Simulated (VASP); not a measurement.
Set up this calculation in VASP 6.6.1, as the native input.

```
Task                   : single point
Functional             : PBE
Potentials or basis    : VASP PAW PBE potentials, release 64 (Zn, S)
Cutoff                 : 520 eV
k mesh                 : 9 × 9 × 4
Occupations            : gaussian, width 0.05 eV
Spin                   : no spin polarisation
Dipole correction      : no
Further INCAR settings : ALGO = Normal; EDIFF = 1e-06; NBANDS = 46
```

The structure of ZnS lies in POSCAR:

```
ZnS
1.0
    3.6941142186      0.0000000000      0.0000000000
   -1.8470571093      3.1991967578      0.0000000000
    0.0000000000      0.0000000000     13.6501214491
Zn S
4 4
Direct
    0.0000000000      0.0000000000      0.0000492057
    0.0000000000      0.0000000000      0.5000492057
    0.3333333333      0.6666666667      0.2500242903
    0.6666666667      0.3333333333      0.7500242903
    0.0000000000      0.0000000000      0.1872905901
    0.0000000000      0.0000000000      0.6872905901
    0.3333333333      0.6666666667      0.4376359138
    0.6666666667      0.3333333333      0.9376359138
```

One way to write it, as run:

INCAR

```
PREC = Accurate
ENCUT = 520
EDIFF = 1E-6
ISMEAR = 0
SIGMA = 0.05
LREAL = False
LASPH = True
NELM = 60
ALGO = Normal
ISIF = 2
LWAVE = False
LCHARG = False
GGA = PE
NBANDS = 46
```

KPOINTS

```
Automatic mesh
0
Gamma
  9 9 4
```

Potentials or basis: VASP PAW PBE potentials, release 64 (Zn, S).

Launch:

```bash
$ cat potpaw_PBE.64/Zn/POTCAR potpaw_PBE.64/S/POTCAR > POTCAR
$ mpirun -np 1 vasp_std > vasp.out
```

It gave:

* Pressure: 1.7 GPa
* Largest force: 0.396 eV/Å
* Band gap on the k mesh: 1.63 eV

Caveat: an odd mesh through Γ misses points on the zone boundary, where band edges can lie.

Run time: 3.6 min on 1 thread of Intel(R) Xeon(R) Platinum 8488C (Sapphire Rapids), with other jobs on the host, peak memory 0.39 GiB.
